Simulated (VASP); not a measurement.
# B3N4 in VASP: notebook, part 2 of 2

VASP 6.6.1.

## Step 3: Single point, PBE+D3(BJ)

INCAR

```
SYSTEM = B3N4
  PREC = Accurate
  ENCUT = 520
  EDIFF = 1E-7
  ISMEAR = 0
  SIGMA = 0.05
  LREAL = .False.
  LASPH = .True.
  NELM = 60
  ALGO = Normal
  ISIF = 2
  LWAVE = .False.
  LCHARG = .True.
  LDIPOL = .True.
  IDIPOL = 3
  DIPOL = 0.5 0.5 0.312
  GGA = PE
  IVDW = 12
  LELF = .True.
  LVHAR = .True.
  LVACPOTAV = .True.
  NBANDS = 42
```

KPOINTS

```
Automatic mesh
0
Gamma
  6 8 1
  0 0 0
```

POSCAR

```
B3N4
1.0
    5.0107822389      0.0000000000      0.0000000000
   -1.2526955597      3.3759068817      0.0000000000
    0.0000000000      0.0000000000     23.4409409452
N B
8 6
Direct
    0.0225224603      0.0900898411      0.1706416141
    0.5225224603      0.0900898411      0.1706416141
    0.3069455752      0.2277823008      0.2610541488
    0.8069455752      0.2277823008      0.2610541488
    0.0866484587      0.3466275527      0.3533460338
    0.5866484587      0.3466275527      0.3533460338
    0.3437108248      0.6248772852      0.5051393190
    0.3437108248      0.6248772852      0.5520657629
    0.2842051402      0.1368205610      0.2007528062
    0.7842051402      0.1368205610      0.2007528062
    0.0673540684      0.2694189847      0.2895469474
    0.5673540684      0.2694189847      0.2895469474
    0.3437108248      0.3748772852      0.3814241487
    0.8437108248      0.3748772852      0.3814241487
```

Potentials or basis: VASP PAW PBE potentials, release 64 (N, B).

Run with:

```
$ cat potpaw_PBE.64/N/POTCAR potpaw_PBE.64/B/POTCAR > POTCAR
$ mpirun -np 1 vasp_std > vasp.out
```

OUTCAR:

```text
SYSTEM = B3N4
   PREC = Accurate
   ENCUT = 520
   EDIFF = 1E-7
   ISMEAR = 0
   LREAL = .False.
   LASPH = .True.
   NELM = 60
   ISIF = 2
   GGA = PE
   IVDW = 12
 IVDW          = 12

 ion  position               nearest neighbor table
   1  0.023  0.090  0.171-   9 1.45  10 1.45
   2  0.523  0.090  0.171-  10 1.45   9 1.45
   3  0.307  0.228  0.261-  12 1.43  11 1.43   9 1.45
   4  0.807  0.228  0.261-  11 1.43  12 1.43  10 1.45
   5  0.087  0.347  0.353-  13 1.42  14 1.42  11 1.52
   6  0.587  0.347  0.353-  14 1.42  13 1.42  12 1.52
   7  0.344  0.625  0.505-   8 1.10
   8  0.344  0.625  0.552-   7 1.10
   9  0.284  0.137  0.201-   3 1.45   1 1.45   2 1.45
  10  0.784  0.137  0.201-   4 1.45   2 1.45   1 1.45
  11  0.067  0.269  0.290-   4 1.43   3 1.43   5 1.52
  12  0.567  0.269  0.290-   3 1.43   4 1.43   6 1.52
  13  0.344  0.375  0.381-   5 1.42   6 1.42
  14  0.844  0.375  0.381-   6 1.42   5 1.42

  Warning from LATTYP: Monoclinic adjustment (A1->A3, A2->A1, A3->A2)!
  LATTYP: Found a simple monoclinic cell.
[... 1282 lines left out ...]

 Edisp (eV)   -1.44868

 E8    (eV) :    -0.4386

  FORCE on cell =-STRESS in cart. coord.  units (eV):
  Direction    XX          YY          ZZ          XY          YZ          ZX
  --------------------------------------------------------------------------------------
  -------------------------------------------------------------------------------------
  Total      -3.49515    -0.72232     6.46424    -0.05788     1.02326    -0.04170
  in kB     -14.12231    -2.91857    26.11904    -0.23388     4.13453    -0.16847
  external pressure =        3.03 kB  Pullay stress =        0.00 kB

 VOLUME and BASIS-vectors are now :
 -----------------------------------------------------------------------------
  energy-cutoff  :      520.00
  volume of cell :      396.53
      direct lattice vectors                 reciprocal lattice vectors
     5.010782239  0.000000000  0.000000000     0.199569638  0.074054175  0.000000000
    -1.252695560  3.375906882  0.000000000     0.000000000  0.296216701  0.000000000
     0.000000000  0.000000000 23.440940945     0.000000000  0.000000000  0.042660404

 POSITION                                       TOTAL-FORCE (eV/Angst)
 -----------------------------------------------------------------------------------
      0.00000      0.30413      4.00000         0.014842      0.245617      1.805340
      2.50539      0.30413      4.00000        -0.015435      0.240958      1.785454
      1.25270      0.76897      6.11935         0.002957      0.438931      2.178537
      3.75809      0.76897      6.11935        -0.002191      0.442002      2.219884
     -0.00004      1.17018      8.28276         0.124141      0.095287      0.262020
      2.50535      1.17018      8.28276        -0.121946     -0.024487     -0.012907
      0.93948      2.10953     11.84094        -0.038219      0.095068     -2.146016
      0.93948      2.10953     12.94094         0.017303     -0.041493      2.273181
      1.25270      0.46189      4.70583         0.008020     -0.674412     -3.955752
      3.75809      0.46189      4.70583        -0.008225     -0.693511     -4.018791
     -0.00000      0.90953      6.78725         0.055421      0.000009     -0.077012
      2.50539      0.90953      6.78725        -0.055598     -0.026490     -0.065462
      1.25265      1.26555      8.94094         0.158755     -0.151677     -0.513379
      3.75804      1.26555      8.94094        -0.139824      0.054197      0.264904
 -----------------------------------------------------------------------------------
    total drift:                               -0.000081     -0.000016     -0.000920

  FREE ENERGIE OF THE ION-ELECTRON SYSTEM (eV)
  ---------------------------------------------------
  free  energy   TOTEN  =      -110.7297244874 eV

  energy  without entropy=     -110.7163874317  energy(sigma->0) =     -110.72305596

 vacuum level on the upper side and lower side of the slab         1.616         5.287
```

OSZICAR:

```text
N       E                     dE             d eps       ncg     rms          rms(c)
DAV:   1     0.474641705888E+03    0.47464E+03   -0.24020E+04  2208   0.111E+03
DAV:   2    -0.493507967351E+02   -0.52399E+03   -0.50201E+03  3104   0.270E+02
DAV:   3    -0.124008606268E+03   -0.74658E+02   -0.73837E+02  2618   0.111E+02
[... 31 lines left out ...]
DAV:  35    -0.109281040627E+03   -0.65840E-06   -0.63198E-07  2358   0.212E-03    0.390E-03
DAV:  36    -0.109281041233E+03   -0.60563E-06   -0.16904E-07  1730   0.168E-03    0.224E-03
DAV:  37    -0.109281041468E+03   -0.23522E-06   -0.78032E-08  1840   0.113E-03    0.227E-03
DAV:  38    -0.109281041585E+03   -0.11733E-06   -0.17477E-07  1706   0.853E-04    0.503E-04
DAV:  39    -0.109281041666E+03   -0.80480E-07   -0.10717E-08  1696   0.402E-04
   1 F= -.11072972E+03 E0= -.11072306E+03  d E =-.133371E-01
```

stdout:

```text
POSCAR found type information on POSCAR N B
 POSCAR found :  2 types and      14 ions
 scaLAPACK will be used
 LDA part: xc-table for (Slater+PW92), standard interpolation
 POSCAR, INCAR and KPOINTS ok, starting setup
 FFT: planning ... GRIDC
 FFT: planning ... GRID_SOFT
 FFT: planning ... GRID
 WAVECAR not read
 entering main loop
 -----------------------------------------------------------------------------
|                                                                             |
|           W    W    AA    RRRRR   N    N  II  N    N   GGGG   !!!           |
|           W    W   A  A   R    R  NN   N  II  NN   N  G    G  !!!           |
|           W    W  A    A  R    R  N N  N  II  N N  N  G       !!!           |
|           W WW W  AAAAAA  RRRRR   N  N N  II  N  N N  G  GGG   !            |
|           WW  WW  A    A  R   R   N   NN  II  N   NN  G    G                |
|           W    W  A    A  R    R  N    N  II  N    N   GGGG   !!!           |
|                                                                             |
|     Did not find any points to average over, which means that no vacuum     |
|     field-free region was found. Please increase the size of  your cell     |
|     in the dimension of the dipole correction to obtain accurate            |
|     workfunction values.                                                    |
|                                                                             |
 -----------------------------------------------------------------------------
```

Run time: 16 min. Hardware: 1 thread of Intel Xeon 6975P-C (Granite Rapids), shared host; peak memory 0.68 GiB.

What came out:

| Quantity | Value |
| --- | --- |
| Free energy | -110.7297 eV |
| Largest force | 4.078 eV/Å |
| Band gap on the k mesh | zero (bands 29 and 30 overlap by 0.37 eV) |
| Dispersion energy per atom | -0.103 eV |

Forces on the atoms (eV/Å):
```
N    0.015  0.246  1.805
N   -0.015  0.241  1.785
N    0.003  0.439  2.179
N   -0.002  0.442  2.220
N    0.124  0.095  0.262
N   -0.122 -0.024 -0.013
N   -0.038  0.095 -2.146
N    0.017 -0.041  2.273
B    0.008 -0.674 -3.956
B   -0.008 -0.694 -4.019
B    0.055  0.000 -0.077
B   -0.056 -0.026 -0.065
B    0.159 -0.152 -0.513
B   -0.140  0.054  0.265
```

Caveat: the standard files for N, O and F lose accuracy on very short bonds.

## Step 4: Single point, PBE+D3(BJ)

INCAR

```
PREC = Accurate
ENCUT = 520
EDIFF = 1E-7
ISMEAR = 0
SIGMA = 0.05
LREAL = False
LASPH = True
NELM = 80
ALGO = Normal
ISIF = 2
LWAVE = False
LCHARG = False
LDIPOL = True
IDIPOL = 3
DIPOL = 0.5 0.5 0.312
GGA = PE
IVDW = 12
NBANDS = 42
```

KPOINTS

```
regular mesh
0
Gamma
  6 8 1
```

POSCAR: that of step 3 with these lines changed.

```diff
@@ -14,4 +14,4 @@
     0.5866484587      0.3466275527      0.3533460338
-    0.3437108248      0.6248772852      0.5051393190
-    0.3437108248      0.6248772852      0.5520657629
+    0.4687108248      0.3748772852      0.5051393190
+    0.4687108248      0.3748772852      0.5520657629
     0.2842051402      0.1368205610      0.2007528062
```

Potentials or basis: VASP PAW PBE potentials, release 64 (N, B).

Run with:

```
$ cat potpaw_PBE.64/N/POTCAR potpaw_PBE.64/B/POTCAR > POTCAR
$ mpirun -np 1 vasp_std > vasp.out
```

OUTCAR:

```text
PREC = Accurate
   ENCUT = 520
   EDIFF = 1E-7
   ISMEAR = 0
   LREAL = False
   LASPH = True
   NELM = 80
   ISIF = 2
   GGA = PE
   IVDW = 12
 IVDW          = 12

 ion  position               nearest neighbor table
   1  0.023  0.090  0.171-   9 1.45  10 1.45
   2  0.523  0.090  0.171-  10 1.45   9 1.45
   3  0.307  0.228  0.261-  12 1.43  11 1.43   9 1.45
   4  0.807  0.228  0.261-  11 1.43  12 1.43  10 1.45
   5  0.087  0.347  0.353-  13 1.42  14 1.42  11 1.52
   6  0.587  0.347  0.353-  14 1.42  13 1.42  12 1.52
   7  0.469  0.375  0.505-   8 1.10
   8  0.469  0.375  0.552-   7 1.10
   9  0.284  0.137  0.201-   3 1.45   1 1.45   2 1.45
  10  0.784  0.137  0.201-   4 1.45   2 1.45   1 1.45
  11  0.067  0.269  0.290-   4 1.43   3 1.43   5 1.52
  12  0.567  0.269  0.290-   3 1.43   4 1.43   6 1.52
  13  0.344  0.375  0.381-   5 1.42   6 1.42
  14  0.844  0.375  0.381-   6 1.42   5 1.42

  Warning from LATTYP: Monoclinic adjustment (A1->A3, A2->A1, A3->A2)!
  LATTYP: Found a simple monoclinic cell.
 ALAT       =     3.6008323259
 B/A-ratio  =     6.5098673928
 C/A-ratio  =     1.3915622238
 COS(beta)  =    -0.3478905559

  Lattice vectors:
[... 1282 lines left out ...]

  FORCE on cell =-STRESS in cart. coord.  units (eV):
  Direction    XX          YY          ZZ          XY          YZ          ZX
  --------------------------------------------------------------------------------------
  -------------------------------------------------------------------------------------
  Total      -3.19605    -0.81292     6.35836    -0.04501     0.93720     0.11546
  in kB     -12.91379    -3.28463    25.69123    -0.18186     3.78679     0.46654
  external pressure =        3.16 kB  Pullay stress =        0.00 kB

 VOLUME and BASIS-vectors are now :
 -----------------------------------------------------------------------------
  energy-cutoff  :      520.00
  volume of cell :      396.53
      direct lattice vectors                 reciprocal lattice vectors
     5.010782239  0.000000000  0.000000000     0.199569638  0.074054175  0.000000000
    -1.252695560  3.375906882  0.000000000     0.000000000  0.296216701  0.000000000
     0.000000000  0.000000000 23.440940945     0.000000000  0.000000000  0.042660404

 POSITION                                       TOTAL-FORCE (eV/Angst)
 -----------------------------------------------------------------------------------
      0.00000      0.30413      4.00000         0.006831      0.239323      1.778896
      2.50539      0.30413      4.00000        -0.006079      0.240705      1.770890
      1.25270      0.76897      6.11935        -0.002733      0.435630      2.189086
      3.75809      0.76897      6.11935         0.000744      0.448961      2.227597
     -0.00004      1.17018      8.28276         0.108531     -0.011587     -0.207460
      2.50535      1.17018      8.28276        -0.116240      0.065281      0.646416
      1.87900      1.26555     11.84094         0.093990     -0.017251     -2.174677
      1.87900      1.26555     12.94094        -0.040450      0.008638      2.290939
      1.25270      0.46189      4.70583        -0.002788     -0.681795     -3.954755
      3.75809      0.46189      4.70583         0.003377     -0.683315     -3.987962
     -0.00000      0.90953      6.78725         0.050071      0.003436     -0.035656
      2.50539      0.90953      6.78725        -0.050467     -0.038039     -0.113211
      1.25265      1.26555      8.94094        -0.491359     -0.068938     -0.605046
      3.75804      1.26555      8.94094         0.446573      0.058953      0.174943
 -----------------------------------------------------------------------------------
    total drift:                               -0.000072     -0.000045     -0.000989

  FREE ENERGIE OF THE ION-ELECTRON SYSTEM (eV)
  ---------------------------------------------------
  free  energy   TOTEN  =      -110.7214833528 eV

  energy  without entropy=     -110.7082934336  energy(sigma->0) =     -110.71488839

 vacuum level on the upper side and lower side of the slab         1.484         5.249
```

stdout:

```text
POSCAR found type information on POSCAR N B
 POSCAR found :  2 types and      14 ions
 scaLAPACK will be used
 LDA part: xc-table for (Slater+PW92), standard interpolation
 POSCAR, INCAR and KPOINTS ok, starting setup
 FFT: planning ... GRIDC
 FFT: planning ... GRID_SOFT
 FFT: planning ... GRID
 WAVECAR not read
 entering main loop
```

Wall time 15 min (1 thread of Intel Xeon 6975P-C (Granite Rapids), shared host); peak memory 0.69 GiB.

What came out:

```
Free energy                : -110.7215 eV
Largest force              : 4.046 eV/Å
Band gap on the k mesh     : zero (bands 29 and 30 overlap by 0.34 eV)
Dispersion energy per atom : -0.103 eV
```

Forces on the atoms (eV/Å):
```
N    0.007  0.239  1.779
N   -0.006  0.241  1.771
N   -0.003  0.436  2.189
N    0.001  0.449  2.228
N    0.109 -0.012 -0.207
N   -0.116  0.065  0.646
N    0.094 -0.017 -2.175
N   -0.040  0.009  2.291
B   -0.003 -0.682 -3.955
B    0.003 -0.683 -3.988
B    0.050  0.003 -0.036
B   -0.050 -0.038 -0.113
B   -0.491 -0.069 -0.605
B    0.447  0.059  0.175
```

Caveat: the standard files for N, O and F lose accuracy on very short bonds.

## Step 5: Summary

```tsv
cell	gap on the mesh (eV)	largest force (eV/Å)
as given, atomic positions A	none	4.06
as given, atomic positions B	none	4.08
as given, atomic positions C	none	4.05
```

Alike in all rows: task single point; level PBE+D3(BJ); potentials or basis VASP PAW PBE potentials, release 64 (N, B); no spin polarisation; k mesh 6 × 8 × 1; cutoff (eV) 520; smearing gaussian 0.05 eV.

Caveats: the standard files for N, O and F lose accuracy on very short bonds.

Total energies depend on the potentials used, so only differences within one code and one set of settings carry meaning.
